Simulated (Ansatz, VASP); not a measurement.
**CO2: VASP beside Ansatz**

```
C O
1.0
     5.78392    0.00000    0.00000
     0.00000    5.78392    0.00000
     0.00000    0.00000    5.78392
C O
4 8
Direct
  0.00000 0.00000 0.00000
  0.50000 0.00000 0.50000
  0.50000 0.50000 0.00000
  0.00000 0.50000 0.50000
  0.11648 0.11648 0.11648
  0.38352 0.88352 0.61648
  0.61648 0.38352 0.88352
  0.88352 0.61648 0.38352
  0.88352 0.88352 0.88352
  0.61648 0.11648 0.38352
  0.38352 0.61648 0.11648
  0.11648 0.38352 0.61648
```

Alike in both runs: functional PBEsol; k mesh 4 × 4 × 4; occupations gaussian, width 0.02 eV; no spin polarisation.

Ansatz relaxed the structure, and its values are those at the end. VASP's run is a single point on that final structure, the one shown.

|  | VASP | Ansatz |
| --- | --- | --- |
| version | VASP 6.6.1 | Ansatz 0.2.0 |
| potentials or method | VASP PAW PBE potentials, release 64 (C, O), cutoff 520 eV | scalar-relativistic, plane waves, PAW |
| valence electrons in the cell | 64 | 64 |

|  | VASP | Ansatz | Ansatz less VASP |
| --- | --- | --- | --- |
| gap on the k mesh at the Fermi level (eV) | 6.69 | 6.71 | +0.019 |
| least direct gap on the mesh (eV) | 6.69 | 6.71 | +0.019 |
| pressure (GPa) | 1.6 | 0.0 | -1.54 |
| rms of the force components (eV/Å) | 0.332 | 0.000 | -0.3317 |

VASP's potentials were made for PBE, not for PBEsol. One of these differences is far larger than is usual between the two programs; its cause wasn't traced. With one functional, cell and mesh, what is left measures potentials, basis and numerics.

Noted on VASP's run: the standard files for N, O and F lose accuracy on very short bonds.
